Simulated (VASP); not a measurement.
# SiC (P6_3mc) in VASP: further runs

SiC is run at these levels: PBE, r2SCAN; tasks: single point.

Program: VASP 6.6.1. These are calculated values, not measurements. Logs are shortened: lines on timing, memory, paths and dates and some standing lists are left out, and cuts for length are marked.

## Step 1: The cell of the first run

It takes space group P6_3mc (No. 186, hexagonal). Conventional cell: a = 3.075 Å, b = 3.075 Å, c = 5.048 Å, α = 90.00°, β = 90.00°, γ = 120.00°. Si (site symmetry 3m) has 4 C at 1.88 to 1.90 Å within 2.5 Å. Within 2.5 Å of C (site symmetry 3m) lie 4 Si at 1.88 to 1.90 Å.

## Step 2: Single point, PBE

File INCAR:

```
PREC = Accurate ; ENCUT = 520
EDIFF = 1E-6 ; ISMEAR = -1
SIGMA = 0.02 ; LREAL = F
LASPH = T ; NELM = 80
ALGO = Normal ; ISIF = 2
LWAVE = F ; LCHARG = F
GGA = PE ; NBANDS = 16
```

File KPOINTS:

```
regular mesh
0
Gamma
  12 12 6
```

File POSCAR:

```
SiC
1.0
    3.0753562455      0.0000000000      0.0000000000
   -1.5376781227      2.6633366343      0.0000000000
    0.0000000000      0.0000000000      5.0481081005
Si C
2 2
Direct
    0.3333333333      0.6666666667     -0.0004084047
    0.6666666667      0.3333333333      0.4995915953
    0.3333333333      0.6666666667      0.3754084047
    0.6666666667      0.3333333333      0.8754084047
```

Potentials or basis: VASP PAW PBE potentials, release 64 (Si, C).

Started as:

```console
> cat potpaw_PBE.64/Si/POTCAR potpaw_PBE.64/C/POTCAR > POTCAR
> mpirun -np 1 vasp_std > vasp.out
```

OUTCAR:

```text
PREC = Accurate
   ENCUT = 520
   EDIFF = 1E-6
   ISMEAR = -1
   LREAL = F
   LASPH = T
   NELM = 80
   ISIF = 2
   GGA = PE

 ion  position               nearest neighbor table
   1  0.333  0.667  1.000-   4 1.88   4 1.88   4 1.88   3 1.90   2 3.09   2 3.09   2 3.09   2 3.09
                             2 3.09   2 3.09
   2  0.667  0.333  0.500-   3 1.88   3 1.88   3 1.88   4 1.90   1 3.09   1 3.09   1 3.09   1 3.09
                             1 3.09   1 3.09
   3  0.333  0.667  0.375-   2 1.88   2 1.88   2 1.88   1 1.90
   4  0.667  0.333  0.875-   1 1.88   1 1.88   1 1.88   2 1.90

  LATTYP: Found a hexagonal cell.
 ALAT       =     3.0753562455
 C/A-ratio  =     1.6414710029

  Lattice vectors:

 A1 = (   3.0753562455,   0.0000000000,   0.0000000000)
 A2 = (  -1.5376781227,   2.6633366343,   0.0000000000)
 A3 = (   0.0000000000,   0.0000000000,   5.0481081005)

Analysis of symmetry for initial positions (statically):
=====================================================================
 Subroutine PRICEL returns:
 Original cell was already a primitive cell.

 Routine SETGRP: Setting up the symmetry group for a
 hexagonal supercell.

 Subroutine GETGRP returns: Found 12 space group operations
 (whereof  6 operations were pure point group operations)
 out of a pool of 24 trial point group operations.

The static configuration has the point symmetry C_3v.
 The point group associated with its full space group is C_6v.

Analysis of symmetry for dynamics (positions and initial velocities):
=====================================================================
 Subroutine PRICEL returns:
 Original cell was already a primitive cell.

 Routine SETGRP: Setting up the symmetry group for a
 hexagonal supercell.

 Subroutine GETGRP returns: Found 12 space group operations
 (whereof  6 operations were pure point group operations)
 out of a pool of 24 trial point group operations.

The dynamic configuration has the point symmetry C_3v.
 The point group associated with its full space group is C_6v.

 Subroutine INISYM returns: Found 12 space group operations
 (whereof  6 operations are pure point group operations),
 and found     1 'primitive' translations

----------------------------------------------------------------------------------------

                                     Primitive cell

  volume of cell :      41.3476

  direct lattice vectors                    reciprocal lattice vectors
     3.075356246  0.000000000  0.000000000     0.325165581  0.187734436  0.000000000
    -1.537678123  2.663336634  0.000000000     0.000000000  0.375468871  0.000000000
     0.000000000  0.000000000  5.048108101     0.000000000  0.000000000  0.198094015

  length of vectors
     3.075356246  3.075356245  5.048108101     0.375468871  0.375468871  0.198094015

  position of ions in fractional coordinates (direct lattice)
     0.333333333  0.666666667  0.999591595
     0.666666667  0.333333333  0.499591595
     0.333333333  0.666666667  0.375408405
     0.666666667  0.333333333  0.875408405

  ion indices of the primitive-cell ions
   primitive index   ion index
                 1           1
                 2           2
                 3           3
                 4           4

----------------------------------------------------------------------------------------

 KPOINTS: regular mesh

Automatic generation of k-mesh.
 Grid dimensions read from file:
 generate k-points for:   12   12    6

 Generating k-lattice:

  Cartesian coordinates                     Fractional coordinates (reciprocal lattice)
     0.027097132  0.015644536  0.000000000     0.083333333  0.000000000  0.000000000
     0.000000000  0.031289073  0.000000000     0.000000000  0.083333333  0.000000000
     0.000000000  0.000000000  0.033015669     0.000000000  0.000000000  0.166666667

  Length of vectors
     0.031289073  0.031289073  0.033015669

  Shift w.r.t. Gamma in fractional coordinates (k-lattice)
     0.000000000  0.000000000  0.000000000

 Subroutine IBZKPT returns following result:
 ===========================================

 Found     76 irreducible k-points:

 Following reciprocal coordinates:
            Coordinates               Weight
  0.000000  0.000000  0.000000      1.000000
  0.083333  0.000000  0.000000      6.000000
  0.166667 -0.000000  0.000000      6.000000
  0.250000  0.000000  0.000000      6.000000
  0.333333 -0.000000  0.000000      6.000000
  0.416667 -0.000000  0.000000      6.000000
[... 16 lines left out ...]
  0.250000  0.000000  0.166667     12.000000
  0.333333 -0.000000  0.166667     12.000000
 [... further k-points ...]
   k-points           NKPTS =     76   k-points in BZ     NKDIM =     76   number of bands    NBANDS=     16
   number of dos      NEDOS =    301   number of ions     NIONS =      4
   total plane-waves  NPLWV =  23040
   dimension x,y,z NGX =    24 NGY =   24 NGZ =   40
   dimension x,y,z NGXF=    48 NGYF=   48 NGZF=   80
   ions per type =               2   2
   NGX,Y,Z   is equivalent  to a cutoff of  12.97, 12.97, 13.17 a.u.
   NGXF,Y,Z  is equivalent  to a cutoff of  25.95, 25.95, 26.35 a.u.
 SYSTEM =  unknown system
   PREC   = accura    normal or accurate (medium, high low for compatibility)
   ISTART =      0    job   : 0-new  1-cont  2-samecut
   ICHARG =      2    charge: 1-file 2-atom 10-const
   ISPIN  =      1    spin polarized calculation?
   LNONCOLLINEAR =      F non collinear calculations
   LSORBIT =      F    spin-orbit coupling
   LASPH  =      T    aspherical Exc in radial PAW
   ENCUT  =  520.0 eV  38.22 Ry    6.18 a.u.   5.72  5.72  9.39*2*pi/ulx,y,z
   NELM   =     80;   NELMIN=  2; NELMDL= -5     # of ELM steps
   EDIFF  = 0.1E-05   stopping-criterion for ELM
   LREAL  =      F    real-space projection
   EDIFFG = 0.1E-04   stopping-criterion for IOM
   NSW    =      0    number of steps for IOM
   IBRION =     -1    ionic relax: 0-MD 1-quasi-New 2-CG
   NFREE  =      0    steps in history (QN), initial steepest desc. (CG)
   ISIF   =      2    stress and relaxation
   ISYM   =      2    0-nonsym 1-usesym 2-fastsym
   POTIM  = 0.5000    time-step for ionic-motion
   TEBEG  =    0.0;   TEEND  =   0.0 temperature during run
   PSTRESS=    0.0 pullay stress
   NELECT =      16.0000    total number of electrons
   NUPDOWN=      -1.0000    fix difference up-down
   EMIN   =  10.00;   EMAX   =-10.00  energy-range for DOS
   EFERMI =   0.00;   METHOD = LEGACY
   ISMEAR =    -1;   SIGMA  =   0.02  broadening in eV -4-tet -1-fermi 0-gaus
   EFERMI_NEDOS =   21; number of points for ismear=-14 and -15
   IALGO  =     38    algorithm
   IMIX   =      4    mixing-type and parameters
     AMIX     =   0.40;   BMIX     =  1.00
     AMIX_MAG =   1.60;   BMIX_MAG =  1.00
  volume/ion in A,a.u.               =      10.34        69.76
  Fermi-wavevector in a.u.,A,eV,Ry     =   1.192975  2.254396 19.363676  1.423190
  Thomas-Fermi vector in A             =   2.329001
   LORBIT       =      0    0 simple, 1 ext, 2 COOP (PROOUT), +10 PAW based schemes
   GGA     = PE    functional components
   LHFCALC =     F    Hartree Fock is set to
   AEXX    =    0.0000 exact exchange contribution
   IVDW    =     0    specifies the selected vdW correction
   LEPSILON=     F    determine dielectric tensor
   LRPA    =     F    only Hartree local field effects (RPA)
 non-spin polarized calculation
  energy-cutoff  :      520.00
  volume of cell :       41.35
 maximum number of plane-waves:      1126
 NGX is ok and might be reduce to    24
   NGX = 11   NGY = 11   NGZ = 19

 number of electron      16.0000000 magnetization

 Free energy of the ion-electron system (eV)
  ---------------------------------------------------
  ext. energy  EPLUGINS =         0.00000000
  ---------------------------------------------------
  free energy    TOTEN  =       -30.10310637 eV

  energy without entropy =      -30.10310637  energy(sigma->0) =      -30.10310637

 E-fermi :   8.6739     XC(G=0): -11.3520

 val. band max:        8.2644315209   @ k =   0.0000   0.0000   0.0000
 cond. band min:      10.5380277382   @ k =   0.3333   0.3333   0.0000
 fundamental gap:      2.2735962173
 Fermi energy:         8.6739482762

 k-point     1 :       0.0000    0.0000    0.0000
  band No.  band energies     occupation
      1      -7.3082      2.00000
      2      -3.7417      2.00000
      3      -0.4360      2.00000
      4       6.9484      2.00000
      5       6.9484      2.00000
      6       8.1517      2.00000
[... 8 lines left out ...]
     15      17.2235      0.00000
     16      19.6043      0.00000

 k-point     2 :       0.0833    0.0000    0.0000
  band No.  band energies     occupation
      1      -7.1877      2.00000
      2      -3.6388      2.00000
      3      -0.3248      2.00000
      4       6.2643      2.00000
      5       6.7374      2.00000
      6       7.8023      2.00000
[... 8 lines left out ...]
     15      17.5260      0.00000
     16      18.6699      0.00000

 k-point     3 :       0.1667   -0.0000    0.0000
  band No.  band energies     occupation
      1      -6.8291      2.00000
      2      -3.3389      2.00000
      3      -0.0004      2.00000
      4       4.7758      2.00000
      5       6.2603      2.00000
      6       6.6880      2.00000
[... 8 lines left out ...]
     15      17.8277      0.00000
     16      18.1800      0.00000

 k-point     4 :       0.2500    0.0000    0.0000
  band No.  band energies     occupation
      1      -6.2436      2.00000
      2      -2.8794      2.00000
      3       0.4903      2.00000
      4       3.1529      2.00000
      5       5.3032      2.00000
      6       5.7426      2.00000
[... 8 lines left out ...]
     15      18.3302      0.00000
     16      19.0774      0.00000
[... 324 lines left out ...]
 k-point    22 :       0.1667   -0.0000    0.1667
  band No.  band energies     occupation
      1      -6.6947      2.00000
      2      -3.8597      2.00000
      3       0.7164      2.00000
      4       4.8975      2.00000
      5       6.3024      2.00000
      6       6.3509      2.00000
[... 8 lines left out ...]
     15      18.0234      0.00000
     16      18.5433      0.00000

 k-point    23 :       0.2500    0.0000    0.1667
  band No.  band energies     occupation
      1      -6.1115      2.00000
      2      -3.3624      2.00000
      3       1.0886      2.00000
      4       3.3568      2.00000
      5       4.9146      2.00000
      6       5.8401      2.00000
[... 8 lines left out ...]
     15      19.0384      0.00000
     16      19.0744      0.00000

 k-point    24 :       0.3333   -0.0000    0.1667
  band No.  band energies     occupation
      1      -5.3313      2.00000
      2      -2.7754      2.00000
      3       0.9365      2.00000
      4       2.6224      2.00000
      5       3.4855      2.00000
      6       5.4161      2.00000
[... 8 lines left out ...]
     15      19.5749      0.00000
     16      20.3306      0.00000

 [... further k-points ...]

------------------------ aborting loop because EDIFF is reached ----------------------------------------

  FORCE on cell =-STRESS in cart. coord.  units (eV):
  Direction    XX          YY          ZZ          XY          YZ          ZX
  --------------------------------------------------------------------------------------
  -------------------------------------------------------------------------------------
  Total        0.9062861      0.9062861      0.8606338      0.0000000      0.0000000      0.0000000
  in kB       35.1176748     35.1176748     33.3486929      0.0000000      0.0000000      0.0000000
  external PRESSURE =      34.5280141 kB  Pullay stress =       0.0000000 kB

 VOLUME and BASIS-vectors are now :
 -----------------------------------------------------------------------------
  energy-cutoff  :      520.00
  volume of cell :       41.35
      direct lattice vectors                 reciprocal lattice vectors
     3.075356246  0.000000000  0.000000000     0.325165581  0.187734436  0.000000000
    -1.537678123  2.663336634  0.000000000     0.000000000  0.375468871  0.000000000
     0.000000000  0.000000000  5.048108101     0.000000000  0.000000000  0.198094015

 POSITION                                       TOTAL-FORCE (eV/Angst)
 -----------------------------------------------------------------------------------
     -0.00000      1.77556      5.04605        -0.000000      0.000000      0.003153
      1.53768      0.88778      2.52199         0.000000      0.000000      0.003153
     -0.00000      1.77556      1.89510         0.000000      0.000000     -0.003153
      1.53768      0.88778      4.41916         0.000000     -0.000000     -0.003153
 -----------------------------------------------------------------------------------
    total drift:                               -0.000000      0.000000     -0.000192

  FREE ENERGIE OF THE ION-ELECTRON SYSTEM (eV)
  ---------------------------------------------------
  free  energy   TOTEN  =       -30.1031063728 eV

  energy  without entropy=      -30.1031063728  energy(sigma->0) =      -30.10310637
```

Wall time 15 s (1 thread of Intel Xeon 6975P-C (Granite Rapids), shared host); peak memory 0.18 GiB.

Results:

```yaml
Free_energy: -30.1031 eV
Pressure: 3.5 GPa
Largest_force: 0.003 eV/Å
Band_gap_on_the_k_mesh: 2.27 eV (least direct gap 3.97 eV)
```

Forces in eV/Å, atoms in the order of the input:
```
Si   0.000  0.000  0.003
Si   0.000  0.000  0.003
C    0.000  0.000 -0.003
C    0.000  0.000 -0.003
```

Stress tensor (GPa, compression positive):
```
3.51 0.00 0.00
0.00 3.51 0.00
0.00 0.00 3.33
```

Caveat: the cell stands under pressure. A k mesh can miss the band edges.

(Part 1 of 2 ends here.)
